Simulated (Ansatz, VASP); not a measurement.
Sr in VASP and in Ansatz

```
Sr
1.0
     6.85202    0.00000    0.00000
    -3.42601    5.93402    0.00000
     0.00000    0.00000    4.09191
Sr
3
Direct
  0.00000 0.00000 0.00000
  0.33333 0.66667 0.50000
  0.66667 0.33333 0.50000
```

Alike in both runs: functional PBE; k mesh 6 × 6 × 8; occupations fermi-dirac, width 0.1 eV; no spin polarisation.

Ansatz relaxed the structure, and its values are those at the end. VASP's run is a single point on that final structure, the one shown.

|  | VASP | Ansatz |
| --- | --- | --- |
| version | VASP 6.6.1 | Ansatz 0.2.0 |
| potentials or method | VASP PAW PBE potentials, release 64 (Sr_sv), cutoff 520 eV | plane waves (420 eV) with PAW, scalar-relativistic |
| valence electrons in the cell | 30 | 30 |

|  | VASP | Ansatz | Ansatz less VASP |
| --- | --- | --- | --- |
| pressure (GPa) | 0.0 | 0.0 | 0.00 |
